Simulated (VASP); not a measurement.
# EuSb (P6_3/mmc) in VASP: notebook, part 2 of 2

VASP 6.6.1. The steps go on from the part before.

### 3 Single point, PBE, collinear spin, antiferromagnetic start

INCAR

```
  ALGO = Normal
  EDIFF = 1E-6
  ENCUT = 520
  GGA = PE
  ISIF = 2
  ISMEAR = 0
  ISPIN = 2
  LASPH = T
  LCHARG = T
  LELF = T
  LMAXMIX = 6
  LORBIT = 11
  LREAL = F
  LVHAR = T
  LWAVE = F
  MAGMOM = 6 -6 0 0
  NBANDS = 34
  NELM = 150
  PREC = Accurate
  SIGMA = 0.05
```

KPOINTS

```
k-points
0
Gamma
  8 8 6
```

POSCAR

```
EuSb
1.0
    4.9083820416      0.0000000000      0.0000000000
   -2.4541910208      4.2507835395      0.0000000000
    0.0000000000      0.0000000000      6.6225054227
Eu Sb
2 2
Direct
    0.3333333333      0.6666666667      0.2500000000
    0.6666666667      0.3333333333      0.7500000000
    0.0000000000      0.0000000000      0.0000000000
    0.0000000000      0.0000000000      0.5000000000
```

Potentials or basis: VASP PAW PBE potentials, release 64 (Eu, Sb).

Command:

```bash
$ cat potpaw_PBE.64/Eu/POTCAR potpaw_PBE.64/Sb/POTCAR > POTCAR
$ mpirun -np 1 vasp_std > vasp.out
```

OUTCAR:

```text
EDIFF = 1E-6
   ENCUT = 520
   GGA = PE
   ISIF = 2
   ISMEAR = 0
   ISPIN = 2
   LASPH = T
   LORBIT = 11
   LREAL = F
   NELM = 150
   PREC = Accurate

 ion  position               nearest neighbor table
   1  0.333  0.667  0.250-   3 3.28   4 3.28   3 3.28   4 3.28   3 3.28   4 3.28
   2  0.667  0.333  0.750-   3 3.28   4 3.28   3 3.28   4 3.28   3 3.28   4 3.28
   3  0.000  0.000  0.000-   1 3.28   2 3.28   1 3.28   2 3.28   2 3.28   1 3.28   4 3.31   4 3.31

   4  0.000  0.000  0.500-   1 3.28   2 3.28   1 3.28   2 3.28   2 3.28   1 3.28   3 3.31   3 3.31

  LATTYP: Found a hexagonal cell.
 ALAT       =     4.9083820416
 C/A-ratio  =     1.3492237089

  Lattice vectors:

 A1 = (   4.9083820416,   0.0000000000,   0.0000000000)
 A2 = (  -2.4541910208,   4.2507835395,   0.0000000000)
 A3 = (   0.0000000000,   0.0000000000,   6.6225054227)

Analysis of symmetry for initial positions (statically):
=====================================================================
 Subroutine PRICEL returns:
 Original cell was already a primitive cell.

 Routine SETGRP: Setting up the symmetry group for a
 hexagonal supercell.

 Subroutine GETGRP returns: Found 24 space group operations
 (whereof 12 operations were pure point group operations)
 out of a pool of 24 trial point group operations.

The static configuration has the point symmetry D_3d.
 The point group associated with its full space group is D_6h.

Analysis of symmetry for dynamics (positions and initial velocities):
=====================================================================
 Subroutine PRICEL returns:
 Original cell was already a primitive cell.

 Routine SETGRP: Setting up the symmetry group for a
 hexagonal supercell.

 Subroutine GETGRP returns: Found 24 space group operations
 (whereof 12 operations were pure point group operations)
 out of a pool of 24 trial point group operations.

[... 172 lines left out ...]

 val. band max:        3.9883622987   @ k =   0.1250   0.1250   0.0000
 cond. band min:       4.0028254988   @ k =   0.1250   0.0000   0.5000
 fundamental gap:      0.0144632001
 Fermi energy:         4.0012503933

 spin component 1

 k-point     1 :       0.0000    0.0000    0.0000
  band No.  band energies     occupation
      1     -37.2560      1.00000
      2     -34.1897      1.00000
      3     -16.0271      1.00000
      4     -16.0220      1.00000
      5     -16.0220      1.00000
      6     -13.8267      1.00000
[... 877 lines left out ...]
     33       8.5297      0.00000
     34       8.6489      0.00000

 [... further k-points ...]

 spin component 2

 k-point     1 :       0.0000    0.0000    0.0000
  band No.  band energies     occupation
      1     -37.2560      1.00000
      2     -34.1897      1.00000
      3     -16.0271      1.00000
      4     -16.0220      1.00000
      5     -16.0220      1.00000
      6     -13.8267      1.00000
[... 877 lines left out ...]
     33       8.5314      0.00000
     34       8.7028      0.00000

 [... further k-points ...]

------------------------ aborting loop because EDIFF is reached ----------------------------------------

  FORCE on cell =-STRESS in cart. coord.  units (eV):
  Direction    XX          YY          ZZ          XY          YZ          ZX
  --------------------------------------------------------------------------------------
  -------------------------------------------------------------------------------------
  Total       -0.1597067     -0.1597067      0.2782443      0.0000000      0.0000000      0.0000000
  in kB       -1.8518420     -1.8518420      3.2263184      0.0000000      0.0000000      0.0000000
  external PRESSURE =      -0.1591219 kB  Pullay stress =       0.0000000 kB

 VOLUME and BASIS-vectors are now :
 -----------------------------------------------------------------------------
  energy-cutoff  :      520.00
  volume of cell :      138.18
      direct lattice vectors                 reciprocal lattice vectors
     4.908382042  0.000000000  0.000000000     0.203733123  0.117625373  0.000000000
    -2.454191021  4.250783540  0.000000000     0.000000000  0.235250746  0.000000000
     0.000000000  0.000000000  6.622505423     0.000000000  0.000000000  0.151000254

 POSITION                                       TOTAL-FORCE (eV/Angst)
 -----------------------------------------------------------------------------------
     -0.00000      2.83386      1.65563        -0.000000     -0.000000      0.000000
      2.45419      1.41693      4.96688         0.000000      0.000000      0.000000
      0.00000      0.00000      0.00000        -0.000000     -0.000000      0.000000
      0.00000      0.00000      3.31125        -0.000000     -0.000000      0.000000
 -----------------------------------------------------------------------------------
    total drift:                               -0.000000      0.000000     -0.000000

  FREE ENERGIE OF THE ION-ELECTRON SYSTEM (eV)
  ---------------------------------------------------
  free  energy   TOTEN  =       -35.2069586746 eV

  energy  without entropy=      -35.1983437518  energy(sigma->0) =      -35.20265121

 total charge

# of ion       s       p       d       f       tot
--------------------------------------------------
    1        2.037   5.746   0.324   6.619  14.725
    2        2.037   5.746   0.324   6.619  14.725
    3        1.138   1.343   0.015   0.000   2.496
    4        1.138   1.343   0.015   0.000   2.496
--------------------------------------------------
tot          6.350  14.177   0.677  13.237  34.441

 magnetization (x)

# of ion       s       p       d       f       tot
--------------------------------------------------
    1       -0.010  -0.112   0.070   6.597   6.546
    2        0.010   0.112  -0.070  -6.597  -6.546
    3        0.000   0.000   0.000   0.000   0.000
    4        0.000   0.000   0.000   0.000   0.000
--------------------------------------------------
tot          0.000   0.000   0.000   0.000   0.000
```

OSZICAR:

```text
N       E                     dE             d eps       ncg     rms          rms(c)
DAV:   1     0.387149678679E+03    0.38715E+03   -0.14440E+04  6886   0.453E+03
DAV:   2     0.899164371732E+02   -0.29723E+03   -0.25609E+03  7764   0.474E+02
[... 16 lines left out ...]
DAV:  19    -0.352069455154E+02   -0.11633E-04   -0.43835E-04 10670   0.329E-01    0.736E-02
DAV:  20    -0.352069577467E+02   -0.12231E-04   -0.99681E-05 10592   0.748E-02    0.507E-02
DAV:  21    -0.352069573295E+02    0.41722E-06   -0.59005E-05 10718   0.108E-01    0.375E-02
DAV:  22    -0.352069618137E+02   -0.44842E-05   -0.24629E-05 10408   0.963E-02    0.530E-02
DAV:  23    -0.352069591613E+02    0.26524E-05   -0.29721E-05  9614   0.117E-01    0.226E-02
DAV:  24    -0.352069586746E+02    0.48674E-06   -0.24134E-06  5624   0.320E-02
   1 F= -.35206959E+02 E0= -.35202651E+02  d E =-.861492E-02  mag=     0.0000
```

stdout:

```text
POSCAR found type information on POSCAR EuSb
 POSCAR found :  2 types and       4 ions
 scaLAPACK will be used
 LDA part: xc-table for (Slater+PW92), standard interpolation
 POSCAR, INCAR and KPOINTS ok, starting setup
 FFT: planning ... GRIDC
 FFT: planning ... GRID_SOFT
 FFT: planning ... GRID
 WAVECAR not read
 entering main loop
```

Run time: 12 min. Hardware: 1 thread of Intel Xeon Platinum 8488C (Sapphire Rapids), shared host; peak memory 0.53 GiB.

What came out:

```
Free energy                                           : -35.2070 eV
Pressure                                              : 0.0 GPa
Band gap on the k mesh                                : zero (filled and empty bands overlap)
Net moment                                            : 0.00 μB per cell
Site moments                                          : Eu +6.55, -6.55; Sb +0.00 μB
Valence electrons inside the program's atomic spheres : Eu 14.72; Sb 2.50
```

Caveat: the antiferromagnetic order is the one typed at the start, and another may lie lower; spin-orbit coupling is left out, which moves the levels of the heavy elements; semilocal functionals describe open f shells poorly, which spoils levels, moments and volumes. The state reached can hang on the start; a lower one may exist.

### 4 Single point, PBE, collinear spin, ferromagnetic start (33.85 Å³/atom)

This run uses another cell than the first one, of 33.85 Å³/atom.

INCAR

```
SYSTEM = EuSb
PREC = Accurate ; ENCUT = 520
EDIFF = 1E-7 ; ISMEAR = 0
SIGMA = 0.05 ; LREAL = .FALSE.
LASPH = .TRUE. ; NELM = 150
ALGO = Normal ; ISIF = 2
LWAVE = .FALSE. ; LCHARG = .FALSE.
ISPIN = 2 ; MAGMOM = 7.42 7.42 0 0
LORBIT = 11 ; LMAXMIX = 6
GGA = PE ; NBANDS = 34
```

KPOINTS

```
Automatic mesh
0
G
  8 8 6
  0 0 0
```

POSCAR

```
EuSb
1.0
    4.8754388876      0.0000000000      0.0000000000
   -2.4377194438      4.2222539313      0.0000000000
    0.0000000000      0.0000000000      6.5780577383
Eu Sb
2 2
Direct
    0.3333333333      0.6666666667      0.2500000000
    0.6666666667      0.3333333333      0.7500000000
    0.0000000000      0.0000000000      0.0000000000
    0.0000000000      0.0000000000      0.5000000000
```

Command:

```bash
$ cat potpaw_PBE.64/Eu/POTCAR potpaw_PBE.64/Sb/POTCAR > POTCAR
$ mpirun -np 1 vasp_std > vasp.out
```

Run time: 11 min. Hardware: 1 thread of Intel Xeon Platinum 8259CL at 2.50GHz (Skylake/Cascade Lake), shared host; peak memory 0.48 GiB.

The run converged. Its results:

* Free energy: -35.2215 eV
* Pressure: 0.6 GPa
* Net moment: 13.67 μB per cell
* Site moments: Eu +6.53; Sb -0.05 μB
* Valence electrons inside the program's atomic spheres: Eu 14.72; Sb 2.50

Stress tensor (GPa, compression positive):
```
0.55 0.00 0.00
0.00 0.55 0.00
0.00 0.00 0.68
```

Levels at points of the mesh, in eV from the Fermi level:
Spin up:
| k point | band 27 | band 28 | band 29 | band 30 | band 31 | band 32 |
| --- | --- | --- | --- | --- | --- | --- |
| (0.00, 0.00, 0.00) | -0.12 | 0.47 | 0.47 | 0.97 | 1.61 | 1.61 |
| (0.50, 0.00, 0.00) | -0.15 | -0.14 | -0.06 | -0.04 | 2.41 | 2.64 |
| (0.00, 0.00, 0.50) | -0.10 | -0.10 | 0.00 | 0.00 | 2.17 | 2.17 |
| (0.50, 0.00, 0.50) | -0.10 | -0.10 | -0.07 | -0.07 | 1.56 | 1.56 |
Spin down:
| k point | band 13 | band 14 | band 15 | band 16 | band 17 | band 18 |
| --- | --- | --- | --- | --- | --- | --- |
| (0.00, 0.00, 0.00) | -1.80 | -0.28 | -0.28 | 1.13 | 2.13 | 2.13 |
| (0.50, 0.00, 0.00) | -1.29 | -1.22 | -1.18 | 0.47 | 2.91 | 2.97 |
| (0.00, 0.00, 0.50) | -1.29 | -1.29 | -1.08 | -1.08 | 2.41 | 2.41 |
| (0.50, 0.00, 0.50) | -1.23 | -1.23 | -0.86 | -0.86 | 1.80 | 1.80 |

Caveat: spin-orbit coupling is left out, which moves the levels of the heavy elements; semilocal functionals describe open f shells poorly, which spoils levels, moments and volumes.

### 5 Overview

```csv
spin,cell,gap on the mesh (eV),pressure (GPa),moment (μB)
"collinear, ferromagnetic start","a = 4.908, b = 4.908, c = 6.623 Å, angles 90.0, 90.0, 120.0°, 4 atoms",none,-0.2,13.67
"collinear, antiferromagnetic start","a = 4.908, b = 4.908, c = 6.623 Å, angles 90.0, 90.0, 120.0°, 4 atoms",none,0.0,0.00
"collinear, ferromagnetic start","a = 4.875, b = 4.875, c = 6.578 Å, angles 90.0, 90.0, 120.0°, 4 atoms",none,0.6,13.67
```

Alike in all rows: task single point; level PBE; potentials or basis VASP PAW PBE potentials, release 64 (Eu, Sb); k mesh 8 × 8 × 6; cutoff (eV) 520; smearing gaussian 0.05 eV.

Caveats: spin-orbit coupling is left out, which moves the levels of the heavy elements; semilocal functionals describe open f shells poorly, which spoils levels, moments and volumes; the antiferromagnetic order is the one typed at the start, and another may lie lower (at least some runs).

Total energies depend on the potentials used, so only differences within one code and one set of settings carry meaning.
